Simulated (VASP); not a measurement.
# Ru (Fm-3m) in VASP: single point with PBEsol+D3(BJ)

Aim: the single point of Ru with PBEsol+D3(BJ).

Everything below comes from runs of VASP 6.6.1. Logs are shortened: lines on timing, memory, paths and dates and some standing lists are left out, and cuts for length are marked.

### Step 1. The cell of the first run

The structure is cubic, space group Fm-3m (No. 225). Conventional cell: a = 3.830 Å, b = 3.830 Å, c = 3.830 Å, α = 90.00°, β = 90.00°, γ = 90.00°. Within 3.6 Å of Ru (site symmetry m-3m) lie 12 Ru at 2.71 Å.

This isn't the form of Ru at room conditions, which is hcp.

### Step 2. Single point, PBEsol+D3(BJ), non-collinear spin, zero start, spin-orbit coupling

The input, POSCAR:

```
Ru
1.0
    0.0000000000      1.9150000000      1.9150000000
    1.9150000000      0.0000000000      1.9150000000
    1.9150000000      1.9150000000      0.0000000000
Ru
1
Direct
    0.0000000000      0.0000000000      0.0000000000
```

The input, INCAR.step1:

```
PREC = Accurate
ENCUT = 400
EDIFF = 1E-6
ISMEAR = -1
SIGMA = 0.05
LREAL = F
LASPH = T
NELM = 200
ALGO = Normal
ISIF = 2
LWAVE = F
LCHARG = T
MAGMOM = 0 0 0
LSORBIT = T
GGA_COMPAT = F
LORBMOM = T
LMAXMIX = 4
GGA = PS
IVDW = 12
NBANDS = 25
NEDOS = 2001
LORBIT = 11
```

The input, KPOINTS.step1:

```
regular mesh
0
Gamma
  12 12 12
```

The input, INCAR.step2:

```
PREC = Accurate
ENCUT = 400
EDIFF = 1E-6
ISMEAR = -5
SIGMA = 0.05
LREAL = F
LASPH = T
NELM = 200
ALGO = Normal
ISIF = 2
LWAVE = F
LCHARG = F
MAGMOM = 0 0 0
LORBIT = 11
LSORBIT = T
GGA_COMPAT = F
LORBMOM = T
LMAXMIX = 4
GGA = PS
IVDW = 12
NBANDS = 25
NEDOS = 1001
ICHARG = 11
```

The input, KPOINTS.step2:

```
regular mesh
0
Gamma
  18 18 18
```

Potentials or basis: VASP PAW PBE potentials, release 64 (Ru_pv).

Started as:

```bash
> cat potpaw_PBE.64/Ru_pv/POTCAR > POTCAR
> cp INCAR.step1 INCAR
> cp KPOINTS.step1 KPOINTS
> mpirun -np 1 vasp_ncl > vasp.out
> cp INCAR.step2 INCAR
> cp KPOINTS.step2 KPOINTS
> mpirun -np 1 vasp_ncl > vasp.out
```

OUTCAR:

```text
PREC = Accurate
   ENCUT = 400
   EDIFF = 1E-6
   ISMEAR = -5
   LREAL = F
   LASPH = T
   NELM = 200
   ISIF = 2
   LORBIT = 11
   LSORBIT = T
   GGA = PS
   IVDW = 12
   ICHARG = 11
 IVDW          = 12

 ion  position               nearest neighbor table
   1  0.000  0.000  0.000-

  LATTYP: Found a face centered cubic cell.
 ALAT       =     3.8300000000

  Lattice vectors:

 A1 = (   0.0000000000,   1.9150000000,   1.9150000000)
 A2 = (   1.9150000000,   0.0000000000,   1.9150000000)
 A3 = (   1.9150000000,   1.9150000000,   0.0000000000)

Analysis of symmetry for initial positions (statically):
=====================================================================
 Subroutine PRICEL returns:
 Original cell was already a primitive cell.

 Routine SETGRP: Setting up the symmetry group for a
 face centered cubic supercell.

 Subroutine GETGRP returns: Found 48 space group operations
 (whereof 48 operations were pure point group operations)
 out of a pool of 48 trial point group operations.

The static configuration has the point symmetry O_h .

Analysis of symmetry for dynamics (positions and initial velocities):
=====================================================================
 Subroutine PRICEL returns:
 Original cell was already a primitive cell.

 Routine SETGRP: Setting up the symmetry group for a
 face centered cubic supercell.

 Subroutine GETGRP returns: Found 48 space group operations
 (whereof 48 operations were pure point group operations)
 out of a pool of 48 trial point group operations.

The dynamic configuration has the point symmetry O_h .

Analysis of structural, dynamic, and magnetic symmetry:
=====================================================================
 Subroutine PRICEL returns:
 Original cell was already a primitive cell.

 Routine SETGRP: Setting up the symmetry group for a
 face centered cubic supercell.

 Subroutine GETGRP returns: Found 48 space group operations
 (whereof 48 operations were pure point group operations)
 out of a pool of 48 trial point group operations.

The overall configuration has the point symmetry O_h .

 Subroutine INISYM returns: Found 48 space group operations
 (whereof 48 operations are pure point group operations),
 and found     1 'primitive' translations

----------------------------------------------------------------------------------------

                                     Primitive cell

  volume of cell :      14.0455

  direct lattice vectors                    reciprocal lattice vectors
     0.000000000  1.915000000  1.915000000    -0.261096606  0.261096606  0.261096606
     1.915000000  0.000000000  1.915000000     0.261096606 -0.261096606  0.261096606
     1.915000000  1.915000000  0.000000000     0.261096606  0.261096606 -0.261096606

  length of vectors
     2.708218972  2.708218972  2.708218972     0.452232587  0.452232587  0.452232587

  position of ions in fractional coordinates (direct lattice)
     0.000000000  0.000000000  0.000000000

  ion indices of the primitive-cell ions
   primitive index   ion index
                 1           1

----------------------------------------------------------------------------------------

 KPOINTS: regular mesh

Automatic generation of k-mesh.
 Grid dimensions read from file:
 generate k-points for:   18   18   18

 Generating k-lattice:

  Cartesian coordinates                     Fractional coordinates (reciprocal lattice)
    -0.014505367  0.014505367  0.014505367     0.055555556  0.000000000  0.000000000
     0.014505367 -0.014505367  0.014505367     0.000000000  0.055555556  0.000000000
     0.014505367  0.014505367 -0.014505367     0.000000000  0.000000000  0.055555556

  Length of vectors
     0.025124033  0.025124033  0.025124033

  Shift w.r.t. Gamma in fractional coordinates (k-lattice)
     0.000000000  0.000000000  0.000000000
[... 45 lines left out ...]
   ISTART =      0    job   : 0-new  1-cont  2-samecut
   ICHARG =     11    charge: 1-file 2-atom 10-const
   ISPIN  =      1    spin polarized calculation?
   LNONCOLLINEAR =      T non collinear calculations
   LSORBIT =      T    spin-orbit coupling
   LASPH  =      T    aspherical Exc in radial PAW
   ENCUT  =  400.0 eV  29.40 Ry    5.42 a.u.   4.42  4.42  4.42*2*pi/ulx,y,z
   NELM   =    200;   NELMIN=  2; NELMDL=  0     # of ELM steps
   EDIFF  = 0.1E-05   stopping-criterion for ELM
   LREAL  =      F    real-space projection
   EDIFFG = 0.1E-04   stopping-criterion for IOM
   NSW    =      0    number of steps for IOM
   IBRION =     -1    ionic relax: 0-MD 1-quasi-New 2-CG
   NFREE  =      0    steps in history (QN), initial steepest desc. (CG)
   ISIF   =      2    stress and relaxation
   ISYM   =      2    0-nonsym 1-usesym 2-fastsym
   POTIM  = 0.5000    time-step for ionic-motion
   TEBEG  =    0.0;   TEEND  =   0.0 temperature during run
   PSTRESS=    0.0 pullay stress
   NELECT =      14.0000    total number of electrons
   NUPDOWN=      -1.0000    fix difference up-down
   EMIN   =  10.00;   EMAX   =-10.00  energy-range for DOS
   EFERMI =   0.00;   METHOD = LEGACY
   ISMEAR =    -5;   SIGMA  =   0.05  broadening in eV -4-tet -1-fermi 0-gaus
   EFERMI_NEDOS =   21; number of points for ismear=-14 and -15
   IALGO  =     38    algorithm
   IMIX   =      4    mixing-type and parameters
     AMIX     =   0.40;   BMIX     =  1.00
     AMIX_MAG =   1.60;   BMIX_MAG =  1.00
  volume/ion in A,a.u.               =      14.05        94.78
  Fermi-wavevector in a.u.,A,eV,Ry     =   1.635330  3.090326 36.386117  2.674304
  Thomas-Fermi vector in A             =   2.726821
   LORBIT       =     11    0 simple, 1 ext, 2 COOP (PROOUT), +10 PAW based schemes
   GGA     = PS    functional components
   LHFCALC =     F    Hartree Fock is set to
   AEXX    =    0.0000 exact exchange contribution
   IVDW    =    12    specifies the selected vdW correction
   LEPSILON=     F    determine dielectric tensor
   LRPA    =     F    only Hartree local field effects (RPA)
 Fermi weights with tetrahedron method with Bloechl corrections
  energy-cutoff  :      400.00
  volume of cell :       14.05
 maximum number of plane-waves:       538
 NGX is ok and might be reduce to    18

 number of electron      13.9999995 magnetization       0.0000000      0.0000000      0.0000000

 Free energy of the ion-electron system (eV)
  ---------------------------------------------------
  ext. energy  EPLUGINS =         0.00000000
  ---------------------------------------------------
  free energy    TOTEN  =       -10.15490485 eV

  energy without entropy =      -10.15490485  energy(sigma->0) =      -10.15490485

 E-fermi :  11.9996     XC(G=0): -14.0719

 val. band max:       12.0942314496   @ k =  -0.4444   0.0556   0.0000
 cond. band min:      11.9706573656   @ k =   0.2222   0.0000   0.0000
 fundamental gap:     -0.1235740840
 Fermi energy:        11.9995966909

 k-point     1 :       0.0000    0.0000    0.0000
  band No.  band energies     occupation
      1     -32.6378      1.00000
      2     -32.6378      1.00000
      3     -29.2645      1.00000
      4     -29.2645      1.00000
      5     -29.2645      1.00000
      6     -29.2645      1.00000
[... 661 lines left out ...]
     24      29.3004      0.00000
     25      34.6669      0.00000

 [... further k-points ...]

------------------------ aborting loop because EDIFF is reached ----------------------------------------

 Edisp (eV)   -0.57419

 E8    (eV) :    -0.3908

  FORCE on cell =-STRESS in cart. coord.  units (eV):
  Direction    XX          YY          ZZ          XY          YZ          ZX
  --------------------------------------------------------------------------------------
  -------------------------------------------------------------------------------------
  Total      -1.90996    -1.90996    -1.90996     0.00000    -0.00000    -0.00000
  in kB    -217.87108  -217.87108  -217.87108     0.00000    -0.00000    -0.00000
  external pressure =     -217.87 kB  Pullay stress =        0.00 kB

 VOLUME and BASIS-vectors are now :
 -----------------------------------------------------------------------------
  energy-cutoff  :      400.00
  volume of cell :       14.05
      direct lattice vectors                 reciprocal lattice vectors
     0.000000000  1.915000000  1.915000000    -0.261096606  0.261096606  0.261096606
     1.915000000  0.000000000  1.915000000     0.261096606 -0.261096606  0.261096606
     1.915000000  1.915000000  0.000000000     0.261096606  0.261096606 -0.261096606

 POSITION                                       TOTAL-FORCE (eV/Angst)
 -----------------------------------------------------------------------------------
      0.00000      0.00000      0.00000         0.000000      0.000000      0.000000
 -----------------------------------------------------------------------------------
    total drift:                               -0.000000      0.000000      0.000000

  FREE ENERGIE OF THE ION-ELECTRON SYSTEM (eV)
  ---------------------------------------------------
  free  energy   TOTEN  =       -10.7290899825 eV

  energy  without entropy=      -10.7290899825  energy(sigma->0) =      -10.72908998

 orbital moment (x)

 # of ion     p       d       tot
 ----------------------------------------
  1        -0.000  -0.000  -0.000
 ----------------------------------------
           -0.000  -0.000  -0.000

 orbital moment (y)

 # of ion     p       d       tot
 ----------------------------------------
  1         0.000   0.000   0.000
 ----------------------------------------
            0.000   0.000   0.000

 orbital moment (z)

 # of ion     p       d       tot
 ----------------------------------------
  1         0.000   0.000   0.000
 ----------------------------------------
            0.000   0.000   0.000

 Spin-Orbit-Coupling matrix elements

 Ion:    1  E_soc:     -0.2674780
 l=   1
     0.0000000    -0.0363239    -0.0363239
    -0.0363239     0.0000000    -0.0363239
    -0.0363239    -0.0363239     0.0000000
 l=   2
     0.0000000    -0.0014701     0.0000000    -0.0014701    -0.0067857
    -0.0014701     0.0000000    -0.0050893    -0.0014701    -0.0016964
     0.0000000    -0.0050893     0.0000000    -0.0050893     0.0000000
    -0.0014701    -0.0014701    -0.0050893     0.0000000    -0.0016964
    -0.0067857    -0.0016964     0.0000000    -0.0016964     0.0000000
 l=   3
     0.0000000     0.0000000     0.0000000     0.0000000     0.0000000     0.0000000     0.0000000
     0.0000000     0.0000000     0.0000000     0.0000000     0.0000000     0.0000000     0.0000000
     0.0000000     0.0000000     0.0000000     0.0000000     0.0000000     0.0000000     0.0000000
     0.0000000     0.0000000     0.0000000     0.0000000     0.0000000     0.0000000     0.0000000
     0.0000000     0.0000000     0.0000000     0.0000000     0.0000000     0.0000000     0.0000000
     0.0000000     0.0000000     0.0000000     0.0000000     0.0000000     0.0000000     0.0000000
     0.0000000     0.0000000     0.0000000     0.0000000     0.0000000     0.0000000     0.0000000

 total charge

# of ion       s       p       d       tot
------------------------------------------
    1        0.393   6.295   5.906  12.594

 magnetization (x)

# of ion       s       p       d       tot
------------------------------------------
    1        0.000  -0.000   0.000   0.000

 magnetization (y)

# of ion       s       p       d       tot
------------------------------------------
    1       -0.000   0.000   0.000   0.000

 magnetization (z)

# of ion       s       p       d       tot
------------------------------------------
    1       -0.000  -0.000  -0.000  -0.000
```

It took 36 s on 1 thread of Intel Xeon 6975P-C (Granite Rapids), shared host; peak memory 0.2 GiB.

Results:

```yaml
Net_moment: 0.00 μB per cell
Valence_electrons_inside_the_program's_atomic_spheres: Ru 12.59
Dispersion_energy_per_atom: -0.574 eV
```

Moments on the atoms (μB; x, y, z):
```
Ru  0.00 0.00 0.00
```

Caveat: three body term missing; the PAW data sets were made with another functional, which shifts forces and pressure a little.
